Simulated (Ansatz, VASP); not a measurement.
# HgTe: VASP beside Ansatz

INCAR

```
SYSTEM = HgTe
PREC = Accurate
ENCUT = 520
EDIFF = 1E-6
ISMEAR = -1
SIGMA = 0.05
LREAL = .False.
LASPH = .True.
NELM = 80
ALGO = Normal
ISIF = 2
LWAVE = .False.
LCHARG = .False.
GGA = PE
NBANDS = 16
```

KPOINTS

```
regular mesh
0
Gamma
  10 10 10
  0 0 0
```

File POSCAR:

```
HgTe
1.0
   -3.0657731441      3.0657731441      1.5697375195
    3.0657731441     -3.0657731441      1.5697375195
    3.0657731441      3.0657731441     -1.5697375195
Hg Te
1 1
Direct
    0.7500000000      0.2500000000      0.5000000000
    0.0000000000      0.0000000000      0.0000000000
```

Contents of input.yaml:

```yaml
crystal:
  lattice:
    - [-3.0657731441, 3.0657731441, 1.5697375195]
    - [3.0657731441, -3.0657731441, 1.5697375195]
    - [3.0657731441, 3.0657731441, -1.5697375195]
  atoms:
    - { symbol: Hg, position: [0.75, 0.25, 0.5] }
    - { symbol: Te, position: [0.0, 0.0, 0.0] }
kpoints:
  mp_grid: { grid: [10, 10, 10] }
scf:
  occupations: { method: fermi_dirac, width: 0.05 }
hamiltonian:
  xc: pbe
  pseudopotentials: { kind: all_electron, lapw: { basis_error: 0.0005 } }
output:
  forces: true
  stress: true
  eigenvalues: true
```

Change from the starting cell: volume scaled by 1.02.

Alike in both runs: task single point; functional PBE; k mesh 10 × 10 × 10; occupations fermi-dirac, width 0.05 eV; no spin polarisation.

|  | VASP | Ansatz |
| --- | --- | --- |
| version | VASP 6.6.1 | Ansatz 0.2.0 |
| potentials or method | VASP PAW PBE potentials, release 64 (Hg, Te), cutoff 520 eV | all-electron LAPW, scalar-relativistic |

```csv
,VASP,Ansatz,Ansatz less VASP
gap on the k mesh at the Fermi level (eV),none,none,-
pressure (GPa),-0.7,-0.8,-0.06
"traceless stress, the component that is largest in VASP (GPa)",2.75,2.76,+0.007
```

A gap of «none» marks a metal or a gap that the smearing closes. Ansatz ran all-electron here, and VASP with PAW potentials.

Spin-orbit coupling is off throughout.
